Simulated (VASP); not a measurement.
**CoSi (rocksalt type): density of states with LDA**

The system is CoSi (rocksalt type).

```
Co Si
1.0
     0.00000    2.28502    2.28502
     2.28502    0.00000    2.28502
     2.28502    2.28502    0.00000
Co Si
1 1
Direct
  0.00000 0.00000 0.00000
  0.50000 0.50000 0.50000
```

| Item | Value |
| --- | --- |
| Program | VASP 6.6.1 |
| Task | density of states |
| Functional | LDA |
| Potentials or basis | VASP PAW LDA potentials, release 64 (Co, Si) |
| Cutoff | 520 eV |
| k mesh | 14 × 14 × 14 |
| Occupations | fermi-dirac, width 0.1 eV |
| Spin | no spin polarisation |
| Dipole correction | no |
| k mesh for the DOS | 21 × 21 × 21 |
| Occupations for the DOS | tetrahedron |
| Further INCAR settings | ALGO = Normal; EDIFF = 1e-07 |

- Valence electrons inside the program's atomic spheres: Co 8.66; Si 1.67

Levels at points of the mesh, in eV from the Fermi level:
```tsv
k point	band 4	band 5	band 6	band 7	band 8	band 9
(0.00, 0.00, 0.00)	-2.12	-2.06	-2.06	4.65	4.65	4.65
```

Run time: 41 s on 1 thread of Intel Xeon 6975P-C, with other jobs on the host, peak memory 0.2 GiB.

 Spin polarisation is off, so any magnetic state and its effect on volume and gap are missing.
